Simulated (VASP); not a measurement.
# Ti (Im-3m) in VASP: single point with PBE

Aim: the single point of Ti with PBE.

Program: VASP 6.6.1. These are calculated values, not measurements. Logs are shortened: lines on timing, memory, paths and dates and some standing lists are left out, and cuts for length are marked.

## Step 1: The cell of the first run

It takes space group Im-3m (No. 229, cubic). The conventional cell has a = 3.434 Å, b = 3.434 Å, c = 3.434 Å, α = 90.00°, β = 90.00°, γ = 90.00°. Within 3.9 Å of Ti (site symmetry m-3m) lie 14 Ti at 2.97 to 3.43 Å.

## Step 2: Single point, PBE, collinear spin, ferromagnetic start

File INCAR:

```
SYSTEM = Ti
ALGO = Normal ; EDIFF = 1E-6
ENCUT = 500 ; GGA = PE
GGA_COMPAT = .FALSE. ; ISIF = 2
ISMEAR = -1 ; ISPIN = 2
LASPH = .TRUE. ; LCHARG = .TRUE.
LELF = .TRUE. ; LMAXMIX = 4
LORBIT = 11 ; LREAL = .FALSE.
LVHAR = .TRUE. ; LWAVE = .FALSE.
MAGMOM = 0.77 ; NBANDS = 16
NELM = 200 ; PREC = Accurate
SIGMA = 0.1
```

File KPOINTS:

```
k-points
0
G
  8 8 8
  0 0 0
```

File POSCAR:

```
Ti
1.0
   -1.7170000000      1.7170000000      1.7170000000
    1.7170000000     -1.7170000000      1.7170000000
    1.7170000000      1.7170000000     -1.7170000000
Ti
1
Direct
    0.0000000000      0.0000000000      0.0000000000
```

Potentials or basis: VASP PAW PBE potentials, release 64 (Ti_sv).

The run is started by

```sh
$ cat potpaw_PBE.64/Ti_sv/POTCAR > POTCAR
$ mpirun -np 1 vasp_std > vasp.out
```

OUTCAR:

```text
SYSTEM = Ti
   EDIFF = 1E-6
   ENCUT = 500
   GGA = PE
   ISIF = 2
   ISMEAR = -1
   ISPIN = 2
   LASPH = .TRUE.
   LORBIT = 11
   LREAL = .FALSE.
   NELM = 200
   PREC = Accurate

 ion  position               nearest neighbor table
   1  0.000  0.000  0.000-

  LATTYP: Found a body centered cubic cell.
 ALAT       =     3.4340000000

  Lattice vectors:

 A1 = (  -1.7170000000,   1.7170000000,   1.7170000000)
 A2 = (   1.7170000000,  -1.7170000000,   1.7170000000)
 A3 = (   1.7170000000,   1.7170000000,  -1.7170000000)

Analysis of symmetry for initial positions (statically):
=====================================================================
 Subroutine PRICEL returns:
 Original cell was already a primitive cell.

 Routine SETGRP: Setting up the symmetry group for a
 body centered cubic supercell.

 Subroutine GETGRP returns: Found 48 space group operations
 (whereof 48 operations were pure point group operations)
 out of a pool of 48 trial point group operations.

The static configuration has the point symmetry O_h .

Analysis of symmetry for dynamics (positions and initial velocities):
=====================================================================
 Subroutine PRICEL returns:
 Original cell was already a primitive cell.

 Routine SETGRP: Setting up the symmetry group for a
 body centered cubic supercell.

 Subroutine GETGRP returns: Found 48 space group operations
 (whereof 48 operations were pure point group operations)
 out of a pool of 48 trial point group operations.

The dynamic configuration has the point symmetry O_h .

Analysis of structural, dynamic, and magnetic symmetry:
=====================================================================
 Subroutine PRICEL returns:
 Original cell was already a primitive cell.

 Routine SETGRP: Setting up the symmetry group for a
 body centered cubic supercell.

 Subroutine GETGRP returns: Found 48 space group operations
 (whereof 48 operations were pure point group operations)
 out of a pool of 48 trial point group operations.

The overall configuration has the point symmetry O_h .

 Subroutine INISYM returns: Found 48 space group operations
 (whereof 48 operations are pure point group operations),
 and found     1 'primitive' translations

----------------------------------------------------------------------------------------

                                     Primitive cell

  volume of cell :      20.2475

  direct lattice vectors                    reciprocal lattice vectors
    -1.717000000  1.717000000  1.717000000     0.000000000  0.291205591  0.291205591
     1.717000000 -1.717000000  1.717000000     0.291205591  0.000000000  0.291205591
     1.717000000  1.717000000 -1.717000000     0.291205591  0.291205591  0.000000000

  length of vectors
     2.973931237  2.973931237  2.973931237     0.411826896  0.411826896  0.411826896

  position of ions in fractional coordinates (direct lattice)
     0.000000000  0.000000000  0.000000000

  ion indices of the primitive-cell ions
   primitive index   ion index
                 1           1

----------------------------------------------------------------------------------------

 KPOINTS: k-points

Automatic generation of k-mesh.
 Grid dimensions read from file:
 generate k-points for:    8    8    8

 Generating k-lattice:

  Cartesian coordinates                     Fractional coordinates (reciprocal lattice)
     0.000000000  0.036400699  0.036400699     0.125000000  0.000000000  0.000000000
     0.036400699  0.000000000  0.036400699     0.000000000  0.125000000  0.000000000
     0.036400699  0.036400699  0.000000000     0.000000000  0.000000000  0.125000000

  Length of vectors
     0.051478362  0.051478362  0.051478362

  Shift w.r.t. Gamma in fractional coordinates (k-lattice)
     0.000000000  0.000000000  0.000000000

 Subroutine IBZKPT returns following result:
 ===========================================

 Found     29 irreducible k-points:

 Following reciprocal coordinates:
            Coordinates               Weight
  0.000000  0.000000  0.000000      1.000000
  0.125000  0.000000  0.000000     12.000000
  0.250000  0.000000  0.000000     12.000000
  0.375000  0.000000  0.000000     12.000000
  0.500000  0.000000  0.000000      6.000000
  0.125000  0.125000  0.000000     24.000000
[... 16 lines left out ...]
 -0.250000  0.250000  0.250000      6.000000
 -0.375000  0.375000  0.250000     24.000000
 [... further k-points ...]
   k-points           NKPTS =     29   k-points in BZ     NKDIM =     29   number of bands    NBANDS=     16
   number of dos      NEDOS =    301   number of ions     NIONS =      1
   total plane-waves  NPLWV =  13824
   dimension x,y,z NGX =    24 NGY =   24 NGZ =   24
   dimension x,y,z NGXF=    48 NGYF=   48 NGZF=   48
   ions per type =               1
   NGX,Y,Z   is equivalent  to a cutoff of  13.42, 13.42, 13.42 a.u.
   NGXF,Y,Z  is equivalent  to a cutoff of  26.83, 26.83, 26.83 a.u.
 SYSTEM =  Ti
   PREC   = accura    normal or accurate (medium, high low for compatibility)
   ISTART =      0    job   : 0-new  1-cont  2-samecut
   ICHARG =      2    charge: 1-file 2-atom 10-const
   ISPIN  =      2    spin polarized calculation?
   LNONCOLLINEAR =      F non collinear calculations
   LSORBIT =      F    spin-orbit coupling
   LASPH  =      T    aspherical Exc in radial PAW
   ENCUT  =  500.0 eV  36.75 Ry    6.06 a.u.   5.42  5.42  5.42*2*pi/ulx,y,z
   NELM   =    200;   NELMIN=  2; NELMDL= -5     # of ELM steps
   EDIFF  = 0.1E-05   stopping-criterion for ELM
   LREAL  =      F    real-space projection
   EDIFFG = 0.1E-04   stopping-criterion for IOM
   NSW    =      0    number of steps for IOM
   IBRION =     -1    ionic relax: 0-MD 1-quasi-New 2-CG
   NFREE  =      0    steps in history (QN), initial steepest desc. (CG)
   ISIF   =      2    stress and relaxation
   ISYM   =      2    0-nonsym 1-usesym 2-fastsym
   POTIM  = 0.5000    time-step for ionic-motion
   TEBEG  =    0.0;   TEEND  =   0.0 temperature during run
   PSTRESS=    0.0 pullay stress
   NELECT =      12.0000    total number of electrons
   NUPDOWN=      -1.0000    fix difference up-down
   EMIN   =  10.00;   EMAX   =-10.00  energy-range for DOS
   EFERMI =   0.00;   METHOD = LEGACY
   ISMEAR =    -1;   SIGMA  =   0.10  broadening in eV -4-tet -1-fermi 0-gaus
   EFERMI_NEDOS =   21; number of points for ismear=-14 and -15
   IALGO  =     38    algorithm
   IMIX   =      4    mixing-type and parameters
     AMIX     =   0.40;   BMIX     =  1.00
     AMIX_MAG =   1.60;   BMIX_MAG =  1.00
  volume/ion in A,a.u.               =      20.25       136.64
  Fermi-wavevector in a.u.,A,eV,Ry     =   1.375134  2.598626 25.728521  1.890993
  Thomas-Fermi vector in A             =   2.500497
   LORBIT       =     11    0 simple, 1 ext, 2 COOP (PROOUT), +10 PAW based schemes
   GGA     = PE    functional components
   LHFCALC =     F    Hartree Fock is set to
   AEXX    =    0.0000 exact exchange contribution
   IVDW    =     0    specifies the selected vdW correction
   LEPSILON=     F    determine dielectric tensor
   LRPA    =     F    only Hartree local field effects (RPA)
 spin polarized calculation
  energy-cutoff  :      500.00
  volume of cell :       20.25
 maximum number of plane-waves:       532
 NGX is ok and might be reduce to    24
   NGX = 11   NGY = 11   NGZ = 11

 number of electron      11.9999999 magnetization       0.0035568

 number of electron      11.9999999 magnetization      -0.0008580

 Free energy of the ion-electron system (eV)
  ---------------------------------------------------
  ext. energy  EPLUGINS =         0.00000000
  ---------------------------------------------------
  free energy    TOTEN  =        -7.63238674 eV

  energy without entropy =       -7.53813860  energy(sigma->0) =       -7.58526267

 E-fermi :   6.6047     XC(G=0): -10.7914

 val. band max:        6.5655703265   @ k =   0.2500   0.1250   0.0000
 cond. band min:       6.6306484061   @ k =   0.3750   0.1250   0.1250
 fundamental gap:      0.0650780796
 Fermi energy:         6.6046730143

 spin component 1

 k-point     1 :       0.0000    0.0000    0.0000
  band No.  band energies     occupation
      1     -50.2412      1.00000
      2     -26.2373      1.00000
      3     -26.2373      1.00000
      4     -26.2373      1.00000
      5       1.0007      1.00000
      6       7.4407      0.00023
[... 8 lines left out ...]
     15      27.8866      0.00000
     16      30.1639      0.00000

 k-point     2 :       0.1250    0.0000    0.0000
  band No.  band energies     occupation
      1     -50.2311      1.00000
      2     -26.2979      1.00000
      3     -26.2568      1.00000
      4     -26.2374      1.00000
      5       1.4585      1.00000
      6       7.2573      0.00146
[... 8 lines left out ...]
     15      27.2352      0.00000
     16      27.2382      0.00000
[... 387 lines left out ...]
      5       4.0304      1.00000
      6       6.7433      0.20007
[... 8 lines left out ...]
     15      29.8478      0.00000
     16      29.8478      0.00000

 k-point    24 :      -0.3750    0.3750    0.2500
  band No.  band energies     occupation
      1     -50.1557      1.00000
      2     -26.5366      1.00000
      3     -26.4251      1.00000
      4     -26.3859      1.00000
      5       4.9842      1.00000
      6       6.0054      0.99751
[... 8 lines left out ...]
     15      28.5089      0.00000
     16      29.3970      0.00000

 [... further k-points ...]

 spin component 2

 k-point     1 :       0.0000    0.0000    0.0000
  band No.  band energies     occupation
      1     -50.2418      1.00000
      2     -26.2378      1.00000
      3     -26.2378      1.00000
      4     -26.2378      1.00000
      5       1.0002      1.00000
      6       7.4400      0.00024
[... 8 lines left out ...]
     15      27.8864      0.00000
     16      30.1634      0.00000

 k-point     2 :       0.1250    0.0000    0.0000
  band No.  band energies     occupation
      1     -50.2316      1.00000
      2     -26.2984      1.00000
      3     -26.2573      1.00000
      4     -26.2380      1.00000
      5       1.4579      1.00000
      6       7.2566      0.00147
[... 8 lines left out ...]
     15      27.2346      0.00000
     16      27.2375      0.00000
[... 387 lines left out ...]
      5       4.0298      1.00000
      6       6.7429      0.20062
[... 8 lines left out ...]
     15      29.8472      0.00000
     16      29.8472      0.00000

 k-point    24 :      -0.3750    0.3750    0.2500
  band No.  band energies     occupation
      1     -50.1563      1.00000
      2     -26.5371      1.00000
      3     -26.4256      1.00000
      4     -26.3865      1.00000
      5       4.9837      1.00000
      6       6.0050      0.99752
[... 8 lines left out ...]
     15      28.5084      0.00000
     16      29.3962      0.00000

 [... further k-points ...]
[... 5 lines left out ...]
  --------------------------------------------------------------------------------------
  -------------------------------------------------------------------------------------
  Total       -1.5933641     -1.5933641     -1.5933641     -0.0000000      0.0000000     -0.0000000
  in kB     -126.0824770   -126.0824770   -126.0824770     -0.0000000      0.0000000     -0.0000000
  external PRESSURE =    -126.0824770 kB  Pullay stress =       0.0000000 kB

 VOLUME and BASIS-vectors are now :
 -----------------------------------------------------------------------------
  energy-cutoff  :      500.00
  volume of cell :       20.25
      direct lattice vectors                 reciprocal lattice vectors
    -1.717000000  1.717000000  1.717000000     0.000000000  0.291205591  0.291205591
     1.717000000 -1.717000000  1.717000000     0.291205591  0.000000000  0.291205591
     1.717000000  1.717000000 -1.717000000     0.291205591  0.291205591  0.000000000

 POSITION                                       TOTAL-FORCE (eV/Angst)
 -----------------------------------------------------------------------------------
      0.00000      0.00000      0.00000         0.000000      0.000000     -0.000000
 -----------------------------------------------------------------------------------
    total drift:                                0.000000      0.000000     -0.000000

  FREE ENERGIE OF THE ION-ELECTRON SYSTEM (eV)
  ---------------------------------------------------
  free  energy   TOTEN  =        -7.6323867445 eV

  energy  without entropy=       -7.5381385980  energy(sigma->0) =       -7.58526267

 total charge

# of ion       s       p       d       tot
------------------------------------------
    1        2.216   6.085   1.811  10.112

 magnetization (x)

# of ion       s       p       d       tot
------------------------------------------
    1       -0.000  -0.000  -0.001  -0.001
```

Run time: 12 s. Hardware: 1 thread of Intel Xeon 6975P-C (Granite Rapids), shared host; peak memory 0.15 GiB.

Results:

| Item | Value |
| --- | --- |
| Free energy | -7.6324 eV |
| Pressure | -12.6 GPa |
| Band gap on the k mesh | zero (filled and empty bands overlap) |
| Net moment | 0.00 μB per cell |
| Valence electrons inside the program's atomic spheres | Ti 10.11 |

Levels at points of the mesh, in eV from the Fermi level:
Spin up:
| k point | band 4 | band 5 | band 6 | band 7 | band 8 | band 9 |
| --- | --- | --- | --- | --- | --- | --- |
| (0.00, 0.00, 0.00) | -32.84 | -5.60 | 0.84 | 0.84 | 0.84 | 2.29 |
| (0.50, 0.00, 0.00) | -32.84 | -2.12 | -0.28 | 0.76 | 2.25 | 2.54 |
| (0.50, 0.50, 0.50) | -33.13 | -1.66 | -1.66 | 3.21 | 3.21 | 3.21 |
Spin down:
| k point | band 2 | band 3 | band 4 | band 5 | band 6 | band 7 | band 8 | band 9 | band 10 | band 11 |
| --- | --- | --- | --- | --- | --- | --- | --- | --- | --- | --- |
| (0.00, 0.00, 0.00) | -32.84 | -32.84 | -32.84 | -5.60 | 0.84 | 0.84 | 0.84 | 2.29 | 2.29 | 16.32 |
| (0.50, 0.00, 0.00) | -33.25 | -32.97 | -32.84 | -2.12 | -0.28 | 0.76 | 2.25 | 2.54 | 3.48 | 7.20 |
| (0.50, 0.50, 0.50) | -33.13 | -33.13 | -33.13 | -1.66 | -1.66 | 3.21 | 3.21 | 3.21 | 7.23 | 7.23 |
